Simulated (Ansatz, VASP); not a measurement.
**Ti in VASP and in Ansatz**

File INCAR:

```
SYSTEM = Ti
PREC = Accurate
ENCUT = 600
EDIFF = 1E-6
ISMEAR = -1
SIGMA = 0.05
LREAL = .FALSE.
LASPH = .TRUE.
NELM = 100
ALGO = Normal
ISIF = 3
LWAVE = .FALSE.
LCHARG = .FALSE.
GGA = RE
IVDW = 12
IBRION = 2
NSW = 60
EDIFFG = -0.01
```

The input KPOINTS:

```
Automatic mesh
0
G
  11 11 11
  0 0 0
```

The input POSCAR:

```
Ti
1.0
    0.0000000000      2.0300000000      2.0300000000
    2.0300000000      0.0000000000      2.0300000000
    2.0300000000      2.0300000000      0.0000000000
Ti
1
Direct
    0.0000000000      0.0000000000      0.0000000000
```

Contents of input.yaml:

```yaml
crystal:
  lattice:
    - [0.0, 2.03, 2.03]
    - [2.03, 0.0, 2.03]
    - [2.03, 2.03, 0.0]
  atoms:
    - { symbol: Ti, position: [0.0, 0.0, 0.0] }
hamiltonian:
  xc: revpbe
  pseudopotentials: { kind: paw }
  dispersion: d3bj
kpoints:
  mp_grid: { grid: [11, 11, 11] }
scf:
  occupations: { method: fermi_dirac, width: 0.05 }
output:
  forces: true
  stress: true
  eigenvalues: true
  write_density: true
  write_potential: true
  elf: true
  volumetric_format: npy
relax:
  f_tol: 0.01
  max_steps: 40
  cell: { stress_tol: 0.05 }
```

Alike in both runs: task relaxation of cell and atoms; functional revPBE; dispersion D3(BJ); k mesh 11 × 11 × 11; occupations fermi-dirac, width 0.05 eV; no spin polarisation.

|  | VASP | Ansatz |
| --- | --- | --- |
| version | VASP 6.6.1 | Ansatz 0.2.0 |
| potentials or method | VASP PAW PBE potentials, release 64 (Ti_sv) | Ansatz PAW |
| plane-wave cutoff (eV) | 600 | 420 |
| valence electrons in the cell | 12 | 12 |

```tsv
	VASP	Ansatz	Ansatz less VASP
gap on the k mesh at the Fermi level, each at its own relaxed structure (eV)	none	none	-
relaxed volume (Å³/atom)	15.92	15.97	+0.056
relaxed cell length with the largest relative difference (Å)	2.823	2.827	+0.0033
```

VASP's potentials were made for PBE, not for revPBE. A gap of «none» marks a metal or a gap that the smearing closes.

Noted on Ansatz's run: the plane-wave basis is chosen anew once the cell has moved, so the energies of steps on either side of that aren't comparable.
